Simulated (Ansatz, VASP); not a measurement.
As: VASP beside Ansatz

Contents of INCAR:

```
SYSTEM = As
PREC = Accurate
ENCUT = 510
EDIFF = 1E-6
ISMEAR = 0
SIGMA = 0.1
LREAL = .FALSE.
LASPH = .TRUE.
NELM = 120
ALGO = Normal
ISIF = 2
LWAVE = .FALSE.
LCHARG = .TRUE.
GGA = PS
LELF = .TRUE.
LVHAR = .TRUE.
NBANDS = 22
GGA_COMPAT = .FALSE.
```

Contents of KPOINTS:

```
regular mesh
0
G
  21 21 21
  0 0 0
```

File POSCAR:

```
As
1.0
    1.8909704620      1.0917523053      3.3680828135
   -1.8909704620      1.0917523053      3.3680828135
    0.0000000000     -2.1835046105      3.3680828135
As
2
Direct
    0.2301848442      0.2301848442      0.2301848442
    0.7698151558      0.7698151558      0.7698151558
```

Input for Ansatz:

```yaml
crystal:
  lattice:
    - [1.890970462, 1.0917523053, 3.3680828135]
    - [-1.890970462, 1.0917523053, 3.3680828135]
    - [0.0, -2.1835046105, 3.3680828135]
  atoms:
    - { symbol: As, position: [0.2301848442, 0.2301848442, 0.2301848442] }
    - { symbol: As, position: [0.7698151558, 0.7698151558, 0.7698151558] }
basis:
  ecutwfc: 420
kpoints:
  mp_grid: { grid: [21, 21, 21] }
hamiltonian:
  xc: pbesol
  pseudopotentials: { kind: paw, azcp: { folder: soft_1 } }
scf:
  occupations: { method: gaussian, width: 0.1 }
output:
  forces: true
  stress: true
  eigenvalues: true
```

Alike in both runs: task single point; functional PBEsol; k mesh 21 × 21 × 21; occupations gaussian, width 0.1 eV; no spin polarisation.

|  | VASP | Ansatz |
| --- | --- | --- |
| version | VASP 6.6.1 | Ansatz 0.2.0 |
| potentials or method | VASP PAW PBE potentials, release 64 (As_d), cutoff 510 eV | scalar-relativistic, plane waves, PAW |
| valence electrons in the cell | 30 | 30 |

```csv
,VASP,Ansatz,Ansatz less VASP
gap on the k mesh at the Fermi level (eV),none,none,-
pressure (GPa),0.3,0.0,-0.25
rms of the force components (eV/Å),0.004,0.006,+0.0022
```

VASP's potentials were made for PBE, not for PBEsol, and Ansatz warns of the same on its side. Atom by atom the forces differ by 0.002 eV/Å (rms over components). A gap of «none» marks a metal or a gap that the smearing closes. With one functional, cell and mesh, what is left measures potentials, basis and numerics.
